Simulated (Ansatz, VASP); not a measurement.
**Si: VASP beside Ansatz**

```
Si
1.0
     3.75311    0.00000    0.00000
    -1.87655    3.25028    0.00000
     0.00000    0.00000    6.20335
Si
4
Direct
  0.66667 0.33333 0.93699
  0.33333 0.66667 0.43699
  0.66667 0.33333 0.56301
  0.33333 0.66667 0.06301
```

Change from the starting cell: volume scaled by 0.94.

Alike in both runs: task single point; functional LDA; k mesh 8 × 8 × 4; occupations fermi-dirac, width 0.05 eV; no spin polarisation.

|  | VASP | Ansatz |
| --- | --- | --- |
| version | VASP 6.6.1 | Ansatz 0.2.0 |
| potentials or method | VASP PAW LDA potentials, release 64 (Si), cutoff 520 eV | all-electron LAPW, scalar-relativistic |

```tsv
	VASP	Ansatz	Ansatz less VASP
gap on the k mesh at the Fermi level (eV)	0.18	0.18	+0.007
least direct gap on the mesh (eV)	1.09	1.09	-0.007
pressure (GPa)	4.2	4.1	-0.13
traceless stress, the component that is largest in VASP (GPa)	0.07	0.08	+0.010
rms of the force components (eV/Å)	0.007	0.007	-0.0003
```

LDA's correlation is that of Perdew and Zunger in VASP and of Perdew and Wang (1992) in Ansatz. Atom by atom the forces differ by 0.000 eV/Å (rms over components). Ansatz ran all-electron here, and VASP with PAW potentials.
